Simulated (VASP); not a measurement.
# In (C2/m) in VASP: notebook, part 2 of 2

VASP 6.6.1. The steps go on from the part before.

### Step 5. Single point, LDA

INCAR

```
ALGO = Normal ; EDIFF = 1E-7
ENCUT = 520 ; ISIF = 2
ISMEAR = 1 ; LASPH = True
LCHARG = True ; LELF = True
LREAL = False ; LVHAR = True
LWAVE = False ; NBANDS = 12
NELM = 80 ; PREC = Accurate
SIGMA = 0.2
```

KPOINTS

```
k-points
0
Gamma
  12 12 14
```

POSCAR

```
In
1.0
   -1.6019898026      1.6281983263      2.4755659685
    1.6281983263     -1.6019898026      2.4755659685
    1.5260503434      1.5260503434     -2.4583443292
In
1
Direct
    0.0000000000      0.0000000000      0.0000000000
```

Potentials or basis: VASP PAW LDA potentials, release 64 (In_d).

The run is started by

```
$ cat potpaw_LDA.64/In_d/POTCAR > POTCAR
$ mpirun -np 1 vasp_std > vasp.out
```

OUTCAR:

```text
EDIFF = 1E-7
   ENCUT = 520
   ISIF = 2
   ISMEAR = 1
   LASPH = True
   LREAL = False
   NELM = 80
   PREC = Accurate

 ion  position               nearest neighbor table
   1  0.000  0.000  0.000-

  Warning from LATTYP: Got some problem with cell dimensions!
  Tried to take original basis but could not verify dimensions!
  LATTYP: Found a base centered monoclinic cell.
 ALAT       =     4.3535228873
 B/A-ratio  =     1.0493055806
 C/A-ratio  =     0.7514043533
 COS(beta)  =    -0.6537684941

  Lattice vectors:

 A1 = (   0.0759394592,  -3.1542486697,  -0.0172216393)
 A2 = (  -3.1542486697,   0.0759394592,  -0.0172216393)
 A3 = (   1.5260503434,   1.5260503434,  -2.4583443292)

Analysis of symmetry for initial positions (statically):
=====================================================================
 Subroutine PRICEL returns:
 Original cell was already a primitive cell.

 Routine SETGRP: Setting up the symmetry group for a
 base centered monoclinic supercell.

 Subroutine GETGRP returns: Found  4 space group operations
 (whereof  4 operations were pure point group operations)
 out of a pool of  4 trial point group operations.

[... 172 lines left out ...]
      3      -6.5992      2.00000
      4      -6.5848      2.00000
      5      -6.4057      2.00000
      6      -2.0656      2.00000
      7      18.7580      0.00000
      8      18.9468      0.00000
      9      19.2806      0.00000
     10      19.8711      0.00000
     11      22.3950      0.00000
     12      22.6316      0.00000
[... 331 lines left out ...]
 k-point    24 :      -0.4167    0.1667    0.0000
  band No.  band energies     occupation
      1      -6.7847      2.00000
      2      -6.6693      2.00000
      3      -6.5662      2.00000
      4      -6.4558      2.00000
      5      -6.3106      2.00000
      6       1.6328      2.00000
      7       8.0611      0.09564
      8      14.1926      0.00000
      9      14.8731      0.00000
     10      17.7097      0.00000
     11      21.8711      0.00000
     12      22.8184      0.00000

 [... further k-points ...]

------------------------ aborting loop because EDIFF is reached ----------------------------------------

  FORCE on cell =-STRESS in cart. coord.  units (eV):
  Direction    XX          YY          ZZ          XY          YZ          ZX
  --------------------------------------------------------------------------------------
  -------------------------------------------------------------------------------------
  Total       -0.0089115     -0.0089115      0.0141914     -0.0166976     -0.0020151     -0.0020151
  in kB       -0.5800619     -0.5800619      0.9237365     -1.0868653     -0.1311634     -0.1311664
  external PRESSURE =      -0.0787958 kB  Pullay stress =       0.0000000 kB

 VOLUME and BASIS-vectors are now :
 -----------------------------------------------------------------------------
  energy-cutoff  :      520.00
  volume of cell :       24.61
      direct lattice vectors                 reciprocal lattice vectors
    -1.601989803  1.628198326  2.475565969     0.006516690  0.316096182  0.200266284
     1.628198326 -1.601989803  2.475565969     0.316096182  0.006516690  0.200266284
     1.526050343  1.526050343 -2.458344329     0.324872897  0.324872897 -0.003439391

 POSITION                                       TOTAL-FORCE (eV/Angst)
 -----------------------------------------------------------------------------------
      0.00000      0.00000      0.00000         0.000000      0.000000      0.000000
 -----------------------------------------------------------------------------------
    total drift:                                0.000000     -0.000000     -0.000000

  FREE ENERGIE OF THE ION-ELECTRON SYSTEM (eV)
  ---------------------------------------------------
  free  energy   TOTEN  =        -3.2189209980 eV

  energy  without entropy=       -3.2194584988  energy(sigma->0) =       -3.21910016
```

OSZICAR:

```text
N       E                     dE             d eps       ncg     rms          rms(c)
DAV:   1     0.785461714014E+02    0.78546E+02   -0.62798E+03 13568   0.140E+03
DAV:   2     0.586757760163E+00   -0.77959E+02   -0.75789E+02 13996   0.295E+02
DAV:   3    -0.317051560438E+01   -0.37573E+01   -0.37457E+01 15776   0.652E+01
DAV:   4    -0.325466680152E+01   -0.84151E-01   -0.84126E-01 16568   0.963E+00
DAV:   5    -0.325866873789E+01   -0.40019E-02   -0.40018E-02 18540   0.188E+00    0.274E+00
DAV:   6    -0.322709283450E+01    0.31576E-01   -0.45102E-02 16776   0.445E+00    0.133E+00
DAV:   7    -0.321970146467E+01    0.73914E-02   -0.12689E-02 20096   0.211E+00    0.274E-01
DAV:   8    -0.321892514125E+01    0.77632E-03   -0.82882E-04 16188   0.544E-01    0.201E-02
DAV:   9    -0.321892081855E+01    0.43227E-05   -0.14905E-05 19428   0.524E-02    0.168E-02
DAV:  10    -0.321892099567E+01   -0.17712E-06   -0.71654E-07 16032   0.975E-03    0.621E-04
DAV:  11    -0.321892099801E+01   -0.23415E-08   -0.18890E-08 10672   0.204E-03
   1 F= -.32189210E+01 E0= -.32191002E+01  d E =0.537501E-03
```

It took 52 s on 1 thread of Intel Xeon 6975P-C (Granite Rapids), shared host; peak memory 0.26 GiB.

Results:

```
Free energy : -3.2189 eV
Pressure    : 0.0 GPa
```

Levels at points of the mesh, in eV from the Fermi level:
| k point | band 2 | band 3 | band 4 | band 5 | band 6 | band 7 | band 8 | band 9 | band 10 | band 11 |
| --- | --- | --- | --- | --- | --- | --- | --- | --- | --- | --- |
| (0.00, 0.00, 0.00) | -14.59 | -14.52 | -14.51 | -14.33 | -9.99 | 10.83 | 11.02 | 11.36 | 11.95 | 14.47 |
| (0.50, 0.00, 0.00) | -14.69 | -14.53 | -14.27 | -14.20 | -4.44 | -3.63 | 7.51 | 9.67 | 11.62 | 11.94 |
| (0.50, 0.50, 0.00) | -14.78 | -14.26 | -14.26 | -14.10 | -2.29 | -1.80 | 3.66 | 4.52 | 7.60 | 8.09 |
| (0.00, 0.00, 0.50) | -14.79 | -14.25 | -14.23 | -14.11 | -1.71 | -0.91 | 3.10 | 3.60 | 6.88 | 7.30 |
| (0.50, 0.00, 0.50) | -14.69 | -14.53 | -14.26 | -14.19 | -4.27 | -3.57 | 7.20 | 9.66 | 11.29 | 11.74 |
| (0.50, 0.50, 0.50) | -14.78 | -14.23 | -14.22 | -14.18 | -3.28 | -3.06 | 5.07 | 5.31 | 8.89 | 9.04 |

Caveat: spin-orbit coupling is left out, which moves the levels of the heavy elements.

### Step 6. Summary

| smearing | gap on the mesh (eV) | pressure (GPa) |
| --- | --- | --- |
| methfessel-paxton 0.01 eV | none | 0.0 |
| methfessel-paxton 0.03 eV | none | 0.0 |
| methfessel-paxton 0.1 eV | none | 0.0 |
| methfessel-paxton 0.2 eV | none | 0.0 |

Alike in all rows: task single point; level LDA; potentials or basis VASP PAW LDA potentials, release 64 (In_d); no spin polarisation; cell as given; k mesh 12 × 12 × 14; cutoff (eV) 520.

Every run on the cell as given and a fine mesh finds a metal.

Caveats: spin-orbit coupling is left out, which moves the levels of the heavy elements.

Absolute energies hang on the potentials; compare differences alone.
